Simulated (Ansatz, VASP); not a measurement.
## One calculation of WS2, two programs

```
W S
1.0
     3.14576    0.00000    0.00000
    -1.57288    2.72431    0.00000
     0.00000    0.00000   16.93677
W S
1 2
Direct
  0.33333 0.66667 0.00000
  0.66667 0.33333 0.90749
  0.66667 0.33333 0.09251
```

Alike in both runs: functional PBEsol; k mesh 12 × 12 × 2; occupations gaussian, width 0.02 eV; no spin polarisation.

Ansatz relaxed the structure, and its values are those at the end. VASP's run is a single point on that final structure, the one shown.

```csv
,VASP,Ansatz
version,VASP 6.6.1,Ansatz 0.2.0
potentials or method,"VASP PAW PBE potentials, release 64 (W_sv, S), cutoff 520 eV","scalar-relativistic, plane waves, PAW"
valence electrons in the cell,26,26
```

```csv
,VASP,Ansatz,Ansatz less VASP
gap on the k mesh at the Fermi level (eV),1.94,1.94,-0.005
least direct gap on the mesh (eV),1.94,1.94,-0.005
rms of the force components (eV/Å),0.011,0.000,-0.0107
```

VASP's potentials were made for PBE, not for PBEsol. The functional is the same, so the differences come from potentials, cutoffs and numerics.

Spin-orbit coupling is off throughout.
